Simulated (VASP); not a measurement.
# LaTlCl4 (P-1) in VASP: relaxation of cell and atoms with PBE

Aim: the relaxation of cell and atoms of LaTlCl4 with PBE.

Everything below comes from runs of VASP 6.6.1. Logs are shortened: lines on timing, memory, paths and dates and some standing lists are left out, and cuts for length are marked.

### Step 1. The cell of the first run

The typed cell holds 6 atoms: a = 4.946 Å, b = 5.058 Å, c = 7.708 Å, α = 86.58°, β = 79.31°, γ = 66.16°.

The cell was generated, and may not be a known phase.

### Step 2. Relaxation of cell and atoms, PBE

File INCAR:

```
SYSTEM = LaTlCl4
ALGO = Normal
EDIFF = 1E-6
EDIFFG = -0.08
ENCUT = 600
GGA = PE
IBRION = 2
ISIF = 3
ISMEAR = 0
LASPH = .True.
LCHARG = .False.
LREAL = .False.
LWAVE = .False.
NELM = 60
NSW = 36
PREC = Accurate
SIGMA = 0.15
```

File KPOINTS:

```
k-points
0
Gamma
  3 3 2
  0 0 0
```

File POSCAR:

```
LaTlCl4
1.0
    4.9457521500      0.0000000000      0.0000000000
    2.0445664700      4.6263121100      0.0000000000
    1.4295437000     -0.1289827400      7.5735570600
La Tl Cl
1 1 4
Direct
    0.5000000000      0.0000000000      0.0000000000
    0.0000000000      0.5000000000      0.5000000000
    0.5818154400      0.6398666800      0.2998437200
    0.4181845600      0.3601333200      0.7001562800
    0.1447442000      0.6019523600      0.0621409800
    0.8552558000      0.3980476400      0.9378590200
```

Potentials or basis: VASP PAW PBE potentials, release 64 (La, Tl_d, Cl).

Run with:

```bash
$ cat potpaw_PBE.64/La/POTCAR potpaw_PBE.64/Tl_d/POTCAR potpaw_PBE.64/Cl/POTCAR > POTCAR
$ mpirun -np 1 vasp_std > vasp.out
```

OUTCAR:

```text
SYSTEM = LaTlCl4
   EDIFF = 1E-6
   EDIFFG = -0.08
   ENCUT = 600
   GGA = PE
   IBRION = 2
   ISIF = 3
   ISMEAR = 0
   LASPH = .True.
   LREAL = .False.
   NELM = 60
   NSW = 36
   PREC = Accurate

 ion  position               nearest neighbor table
   1  0.500  0.000  0.000-   3 2.84   4 2.84   5 2.85   6 2.85   5 3.12   6 3.12   5 3.13   6 3.13

   2  0.000  0.500  0.500-   3 2.65   4 2.65   3 3.32   4 3.32   6 3.37   5 3.37
   3  0.582  0.640  0.300-   2 2.65   1 2.84   2 3.32
   4  0.418  0.360  0.700-   2 2.65   1 2.84   2 3.32
   5  0.145  0.602  0.062-   6 2.42   1 2.85   1 3.12   1 3.13   2 3.37
   6  0.855  0.398  0.938-   5 2.42   1 2.85   1 3.12   1 3.13   2 3.37

  Warning from LATTYP: Got some problem with cell dimensions!
  Tried to take original basis but could not verify dimensions!
  LATTYP: Found a triclinic cell.
 ALAT       =     5.0579655781
 B/A-ratio  =     2.4410866072
 C/A-ratio  =     4.2024243424
 COS(alpha) =     0.0049530820
 COS(beta)  =     0.6132424324
 COS(gamma) =     0.7820603604

  Lattice vectors:

 A1 = (  -2.0445664700,  -4.6263121100,   0.0000000000)
 A2 = (  -2.6595892400,  -9.3816069600,   7.5735570600)
 A3 = ( -11.8939724900,  -8.9946587400, -15.1471141200)

Analysis of symmetry for initial positions (statically):
=====================================================================
 Subroutine PRICEL returns:
 Original cell was already a primitive cell.

 Routine SETGRP: Setting up the symmetry group for a
 triclinic supercell.

 Subroutine GETGRP returns: Found  2 space group operations
 (whereof  2 operations were pure point group operations)
 out of a pool of  2 trial point group operations.

The static configuration has the point symmetry S_2 .

Analysis of symmetry for dynamics (positions and initial velocities):
=====================================================================
 Subroutine PRICEL returns:
 Original cell was already a primitive cell.

 Routine SETGRP: Setting up the symmetry group for a
 triclinic supercell.

 Subroutine GETGRP returns: Found  2 space group operations
 (whereof  2 operations were pure point group operations)
 out of a pool of  2 trial point group operations.

The dynamic configuration has the point symmetry S_2 .

 Subroutine INISYM returns: Found  2 space group operations
 (whereof  2 operations are pure point group operations),
 and found     1 'primitive' translations

----------------------------------------------------------------------------------------

                                     Primitive cell

  volume of cell :     173.2875

  direct lattice vectors                    reciprocal lattice vectors
     4.945752150  0.000000000  0.000000000     0.202193715 -0.089358106 -0.039686821
     2.044566470  4.626312110  0.000000000     0.000000000  0.216154893  0.003681262
     1.429543700 -0.128982740  7.573557060     0.000000000  0.000000000  0.132038353

  length of vectors
     4.945752150  5.057965578  7.708371960     0.224593440  0.216186238  0.132038353

  position of ions in fractional coordinates (direct lattice)
     0.500000000  0.000000000  0.000000000
     1.000000000  0.500000000  0.500000000
     0.581815440  0.639866680  0.299843720
     0.418184560  0.360133320  0.700156280
     0.144744200  0.601952360  0.062140980
     0.855255800  0.398047640  0.937859020

  ion indices of the primitive-cell ions
   primitive index   ion index
                 1           1
                 2           2
                 3           3
                 4           4
                 5           5
                 6           6

----------------------------------------------------------------------------------------

 KPOINTS: k-points

Automatic generation of k-mesh.
 Grid dimensions read from file:
 generate k-points for:    3    3    2

 Generating k-lattice:

  Cartesian coordinates                     Fractional coordinates (reciprocal lattice)
     0.067397905 -0.029786035 -0.013228940     0.333333333  0.000000000 -0.000000000
     0.000000000  0.072051631  0.001227087     0.000000000  0.333333333  0.000000000
     0.000000000  0.000000000  0.066019176     0.000000000  0.000000000  0.500000000

  Length of vectors
     0.074864480  0.072062079  0.066019176

  Shift w.r.t. Gamma in fractional coordinates (k-lattice)
     0.000000000  0.000000000  0.000000000

 Subroutine IBZKPT returns following result:
 ===========================================

 Found     10 irreducible k-points:

 Following reciprocal coordinates:
            Coordinates               Weight
  0.000000  0.000000  0.000000      1.000000
  0.333333  0.000000  0.000000      2.000000
  0.000000  0.333333  0.000000      2.000000
  0.333333  0.333333  0.000000      2.000000
 -0.333333  0.333333  0.000000      2.000000
  0.000000  0.000000  0.500000      1.000000
  0.333333  0.000000  0.500000      2.000000
  0.000000  0.333333  0.500000      2.000000
  0.333333  0.333333  0.500000      2.000000
 -0.333333  0.333333  0.500000      2.000000
   k-points           NKPTS =     10   k-points in BZ     NKDIM =     10   number of bands    NBANDS=     31
   number of dos      NEDOS =    301   number of ions     NIONS =      6
   total plane-waves  NPLWV = 102400
   dimension x,y,z NGX =    40 NGY =   40 NGZ =   64
   dimension x,y,z NGXF=    80 NGYF=   80 NGZF=  128
   ions per type =               1   1   4
   NGX,Y,Z   is equivalent  to a cutoff of  13.45, 13.15, 13.80 a.u.
   NGXF,Y,Z  is equivalent  to a cutoff of  26.89, 26.29, 27.61 a.u.
 SYSTEM =  LaTlCl4
   PREC   = accura    normal or accurate (medium, high low for compatibility)
   ISTART =      0    job   : 0-new  1-cont  2-samecut
   ICHARG =      2    charge: 1-file 2-atom 10-const
   ISPIN  =      1    spin polarized calculation?
   LNONCOLLINEAR =      F non collinear calculations
   LSORBIT =      F    spin-orbit coupling
   LASPH  =      T    aspherical Exc in radial PAW
   ENCUT  =  600.0 eV  44.10 Ry    6.64 a.u.   9.88 10.10 15.40*2*pi/ulx,y,z
   NELM   =     60;   NELMIN=  2; NELMDL= -5     # of ELM steps
   EDIFF  = 0.1E-05   stopping-criterion for ELM
   LREAL  =      F    real-space projection
   EDIFFG = -.8E-01   stopping-criterion for IOM
   NSW    =     36    number of steps for IOM
   IBRION =      2    ionic relax: 0-MD 1-quasi-New 2-CG
   NFREE  =      1    steps in history (QN), initial steepest desc. (CG)
   ISIF   =      3    stress and relaxation
   ISYM   =      2    0-nonsym 1-usesym 2-fastsym
   POTIM  = 0.5000    time-step for ionic-motion
   TEBEG  =    0.0;   TEEND  =   0.0 temperature during run
   PSTRESS=    0.0 pullay stress
   NELECT =      52.0000    total number of electrons
   NUPDOWN=      -1.0000    fix difference up-down
   EMIN   =  10.00;   EMAX   =-10.00  energy-range for DOS
   EFERMI =   0.00;   METHOD = LEGACY
   ISMEAR =     0;   SIGMA  =   0.15  broadening in eV -4-tet -1-fermi 0-gaus
   EFERMI_NEDOS =   21; number of points for ismear=-14 and -15
   IALGO  =     38    algorithm
   IMIX   =      4    mixing-type and parameters
     AMIX     =   0.40;   BMIX     =  1.00
     AMIX_MAG =   1.60;   BMIX_MAG =  1.00
  volume/ion in A,a.u.               =      28.88       194.90
  Fermi-wavevector in a.u.,A,eV,Ry     =   1.096024  2.071186 16.344263  1.201269
  Thomas-Fermi vector in A             =   2.232359
   LORBIT       =      0    0 simple, 1 ext, 2 COOP (PROOUT), +10 PAW based schemes
   GGA     = PE    functional components
   LHFCALC =     F    Hartree Fock is set to
   AEXX    =    0.0000 exact exchange contribution
   IVDW    =     0    specifies the selected vdW correction
   LEPSILON=     F    determine dielectric tensor
   LRPA    =     F    only Hartree local field effects (RPA)
 conjugate gradient relaxation of ions
 non-spin polarized calculation
 Gauss-broadening in eV      SIGMA  =   0.15
  energy-cutoff  :      600.00
  volume of cell :      173.29
 maximum number of plane-waves:      5806
   NGX = 19   NGY = 21   NGZ = 31

--------------------------------------- Ionic step        1  -------------------------------------------

 number of electron      51.9999997 magnetization

 Free energy of the ion-electron system (eV)
  ---------------------------------------------------
  ext. energy  EPLUGINS =         0.00000000
  ---------------------------------------------------
  free energy    TOTEN  =       -21.88446496 eV

  energy without entropy =      -21.88446496  energy(sigma->0) =      -21.88446496

------------------------ aborting loop because EDIFF is reached ----------------------------------------

  FORCE on cell =-STRESS in cart. coord.  units (eV):
  Direction    XX          YY          ZZ          XY          YZ          ZX
  --------------------------------------------------------------------------------------
  -------------------------------------------------------------------------------------
  Total       15.8395939     -3.0912770     11.9995689      0.5330836      4.8764501      5.5725098
  in kB      146.4493496    -28.5812568    110.9453352      4.9287721     45.0865693     51.5221815
  external PRESSURE =      76.2711427 kB  Pullay stress =       0.0000000 kB
[... 101 lines left out ...]
  FREE ENERGIE OF THE ION-ELECTRON SYSTEM (eV)
  ---------------------------------------------------
  free  energy   TOTEN  =       -24.9174367571 eV

  energy  without entropy=      -24.9174367571  energy(sigma->0) =      -24.91743676

[... ionic steps 4 to 32 ...]

--------------------------------------- Ionic step       33  -------------------------------------------

 number of electron      52.0000000 magnetization

------------------------ aborting loop because EDIFF is reached ----------------------------------------

  FORCE on cell =-STRESS in cart. coord.  units (eV):
  Direction    XX          YY          ZZ          XY          YZ          ZX
  --------------------------------------------------------------------------------------
  -------------------------------------------------------------------------------------
  Total       -0.3729696     -0.2218592     -0.2062463     -0.0678152      0.0425429     -0.0726906
  in kB       -3.1001301     -1.8440977     -1.7143232     -0.5636811      0.3536170     -0.6042057
  external PRESSURE =      -2.2195170 kB  Pullay stress =       0.0000000 kB
[... 65 lines left out ...]
  energy  without entropy=      -26.1040640036  energy(sigma->0) =      -26.10406400

--------------------------------------- Ionic step       35  -------------------------------------------

 number of electron      52.0000002 magnetization

 Free energy of the ion-electron system (eV)
  ---------------------------------------------------
  ext. energy  EPLUGINS =         0.00000000
  ---------------------------------------------------
  free energy    TOTEN  =       -26.10862303 eV

  energy without entropy =      -26.10862303  energy(sigma->0) =      -26.10862303

 E-fermi :   1.8314     XC(G=0):  -8.0544

 val. band max:        1.0910661787   @ k =  -0.3333   0.3333   0.5000
 cond. band min:       4.6391037320   @ k =   0.0000   0.3333   0.0000
 fundamental gap:      3.5480375534
 Fermi energy:         1.8313633587

 k-point     1 :       0.0000    0.0000    0.0000
  band No.  band energies     occupation
      1     -30.1082      2.00000
      2     -14.2113      2.00000
      3     -13.7926      2.00000
      4     -13.7889      2.00000
      5     -12.8376      2.00000
      6     -11.9649      2.00000
[... 362 lines left out ...]
  FREE ENERGIE OF THE ION-ELECTRON SYSTEM (eV)
  ---------------------------------------------------
  free  energy   TOTEN  =       -26.1086230307 eV

  energy  without entropy=      -26.1086230307  energy(sigma->0) =      -26.10862303

 reached required accuracy - stopping structural energy minimisation
```

It took 16 min on 1 thread of AMD EPYC 9R45 (Zen 5), shared host; peak memory 0.35 GiB.

What came out:

```
Free energy                           : -26.1086 eV
Relaxed volume                        : 31.80 Å³/atom
Relaxed cell                          : a = 5.086 Å, b = 5.090 Å, c = 9.079 Å, α = 73.60°, β = 73.45°, γ = 59.17°
Space group after relaxing (to 0.1 Å) : C2/m (No. 12)
Energy gained by relaxing             : 704.0 meV/atom
Ionic steps                           : 35
Pressure after relaxing               : 0.0 GPa
Largest force after relaxing          : 0.060 eV/Å
Band gap on the k mesh                : 3.55 eV (least direct gap 3.55 eV)
```

Forces on the atoms (eV/Å):
```
La   0.000  0.000  0.000
Tl   0.000  0.000  0.000
Cl   0.010  0.020 -0.001
Cl  -0.010 -0.020  0.001
Cl   0.042 -0.040  0.015
Cl  -0.042  0.040 -0.015
```

The path:
```
step  energy change (eV)  largest force (eV/Å)  pressure (GPa)  volume (Å³)
   1              0.0000                4.5873            7.63       173.29
   2             -2.9699                0.8297           -1.74       208.24
   3             -3.0330                0.8005           -2.19       212.35
   4             -3.0776                0.7803           -2.88       220.58
   5             -3.5336                0.4532           -0.22       203.68
   6             -3.5499                0.5370            0.47       200.39
   7             -3.6453                0.3836            0.15       200.97
   8             -3.6966                0.4191           -0.21       201.58
   9             -3.7659                0.3364           -0.06       200.23
  10             -3.8331                0.2881            0.29       196.63
  11             -3.8841                0.1572           -0.18       199.63
  12             -3.8918                0.1913           -0.39       201.33
  13             -3.9150                0.2301            0.31       197.09
  14             -3.9161                0.2533            0.53       195.90
  15             -3.9320                0.2628            0.44       195.97
  16             -3.9628                0.3074            0.25       196.05
  17             -3.9260                0.5876            0.24       195.54
  18             -3.9668                0.3499            0.20       196.01
  19             -3.9924                0.3390            0.07       196.79
  20             -4.0426                0.3148           -0.24       199.02
  21             -3.9862                0.5235           -0.28       203.01
  22             -4.0497                0.3197           -0.33       200.00
  23             -4.0816                0.1636            0.06       198.30
  24             -4.0886                0.2418            0.36       197.10
  25             -4.1093                0.2317            0.01       198.74
  26             -4.1234                0.2231           -0.48       201.28
  27             -4.1471                0.1953           -0.31       198.96
  28             -4.1700                0.2408            0.21       193.80
  29             -4.1910                0.1648            0.08       193.12
  30             -4.2011                0.1205           -0.04       192.09
  31             -4.2131                0.1216            0.11       191.50
  32             -4.2133                0.1427            0.14       191.40
  33             -4.2195                0.0868           -0.22       192.75
  34             -4.2196                0.0880           -0.28       192.95
  35             -4.2242                0.0596            0.01       190.77
```

Final structure:
```
La Tl Cl
1.0
     5.06667    0.28465    0.33458
     2.32854    4.49068    0.56195
     1.96982    0.77993    8.82884
La Tl Cl
1 1 4
Cartesian
  2.5333 0.1423 0.1673
  2.1492 2.6353 4.6954
  4.6707 4.3465 3.4827
  4.6944 1.2088 6.2427
  2.3461 2.9813 1.1142
  7.0189 2.5739 8.6112
```

Caveat: the k points lie up to 0.49 Å⁻¹ apart in the final cell; a cell axis changed by over 15 % at a fixed basis, so the end point is rough; spin-orbit coupling is left out, which moves the levels of the heavy elements; the relaxation stopped at a loose force limit of 0.08 eV/Å, so its end isn't a converged minimum. A k mesh can miss the band edges.
